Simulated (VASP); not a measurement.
Input of a VASP 6.6.1 run:

Contents of INCAR:

```
SYSTEM = GaN
PREC = Accurate
ENCUT = 520
EDIFF = 1E-8
ISMEAR = -1
SIGMA = 0.02
LREAL = .False.
LASPH = .True.
NELM = 80
ALGO = Normal
ISIF = 2
LWAVE = .False.
LCHARG = .False.
GGA = PE
LEFG = .True.
NBANDS = 16
```

Contents of KPOINTS:

```
Automatic mesh
0
Gamma
  13 13 13
  0 0 0
```

Contents of POSCAR:

```
GaN
1.0
    0.0000000000      2.0522750000      1.9925000000
    2.0522750000      0.0000000000      1.9925000000
    2.0522750000      2.0522750000      0.0000000000
Ga N
1 1
Direct
    0.5000000000      0.5000000000      0.5000000000
    0.0000000000      0.0000000000      0.0000000000
```

Potentials or basis: VASP PAW PBE potentials, release 64 (Ga_d, N).

The run is started by

```sh
$ cat potpaw_PBE.64/Ga_d/POTCAR potpaw_PBE.64/N/POTCAR > POTCAR
$ mpirun -np 1 vasp_std > vasp.out
```

Q: What does it give for the pressure?

A: 44.7 GPa.

Q: Estimate the band gap on the k mesh.

A: 1.26 eV (least direct gap 4.25 eV).

Stress tensor (GPa, compression positive):
```
40.78  0.00  0.00
 0.00 40.78  0.00
 0.00  0.00 52.47
```

Caveat: the cell differs from its parent crystal (equal xx and yy strain of +3 %); the cell stands under pressure; without QUAD_EFG the Cq values of the log hold for a quadrupole moment of 1 mb, not for the nuclei; an odd mesh through Γ misses points on the zone boundary, where band edges can lie.
